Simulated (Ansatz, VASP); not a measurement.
Li2SnF4 in VASP and in Ansatz

The input INCAR:

```
PREC = Accurate
ENCUT = 520
EDIFF = 1E-7
ISMEAR = 0
SIGMA = 0.02
LREAL = F
LASPH = T
NELM = 80
ALGO = Normal
ISIF = 2
LWAVE = F
LCHARG = F
GGA = PE
NBANDS = 33
```

The input KPOINTS:

```
Automatic mesh
0
Gamma
  12 12 4
```

The input POSCAR:

```
Li2SnF4
1.0
    3.8928507946      0.0000000000      0.0000000000
   -1.9464253973      3.3713076813      0.0000000000
    0.0000000000      0.0000000000      9.0524378807
Li Sn F
2 1 4
Direct
    0.3333333333      0.6666666667      0.4891963870
    0.6666666667      0.3333333333      0.2799919229
    0.3333333333      0.6666666667      0.9221240887
    0.3333333333      0.6666666667      0.2460650463
    0.3333333333      0.6666666667      0.7018559047
    0.6666666667      0.3333333333      0.4704397260
    0.6666666667      0.3333333333      0.8903269243
```

Input for Ansatz:

```yaml
crystal:
  lattice:
    - [3.8928507946, 0.0, 0.0]
    - [-1.9464253973, 3.3713076813, 0.0]
    - [0.0, 0.0, 9.0524378807]
  atoms:
    - { symbol: Li, position: [0.3333333333, 0.6666666667, 0.489196387] }
    - { symbol: Li, position: [0.6666666667, 0.3333333333, 0.2799919229] }
    - { symbol: Sn, position: [0.3333333333, 0.6666666667, 0.9221240887] }
    - { symbol: F, position: [0.3333333333, 0.6666666667, 0.2460650463] }
    - { symbol: F, position: [0.3333333333, 0.6666666667, 0.7018559047] }
    - { symbol: F, position: [0.6666666667, 0.3333333333, 0.470439726] }
    - { symbol: F, position: [0.6666666667, 0.3333333333, 0.8903269243] }
basis:
  ecutwfc: 420
kpoints:
  mp_grid: { grid: [12, 12, 4] }
  band_path:
    path:
      - [[0.0, 0.0, 0.0], [0.5, 0.0, 0.0], [0.33333333, 0.33333333, 0.0], [0.0, 0.0, 0.0], [0.0, 0.0, 0.5], [0.5, 0.0, 0.5], [0.33333333, 0.33333333, 0.5], [0.0, 0.0, 0.5]]
      - [[0.5, 0.0, 0.5], [0.5, 0.0, 0.0]]
      - [[0.33333333, 0.33333333, 0.5], [0.33333333, 0.33333333, 0.0]]
    npoints: 14
hamiltonian:
  xc: pbe
scf:
  occupations: { method: gaussian, width: 0.02 }
  n_extra_bands: 17
output:
  forces: true
  stress: true
  eigenvalues: true
  populations: true
  dos: { projected: true, de: 0.02, nscf_kmesh: { grid: [18, 18, 6] } }
  bader: true
  write_density: true
  write_potential: true
  elf: true
  volumetric_format: npy
```

Alike in both runs: task single point; functional PBE; k mesh 12 × 12 × 4; occupations gaussian, width 0.02 eV; no spin polarisation.

|  | VASP | Ansatz |
| --- | --- | --- |
| version | VASP 6.6.1 | Ansatz 0.2.0 |
| potentials or method | VASP PAW PBE potentials, release 64 (Li_sv, Sn_d, F), cutoff 520 eV | scalar-relativistic, plane waves, PAW |
| valence electrons in the cell | 48 | 48 |

```csv
,VASP,Ansatz,Ansatz less VASP
gap on the k mesh at the Fermi level (eV),2.33,2.34,+0.011
least direct gap on the mesh (eV),2.54,2.55,+0.009
rms of the force components (eV/Å),0.042,0.003,-0.0387
```

Atom by atom the forces differ by 0.044 eV/Å (rms over components).

Noted on VASP's run: the cutoff is under 1.25 times that of the potentials, so the pressure is a little rough.
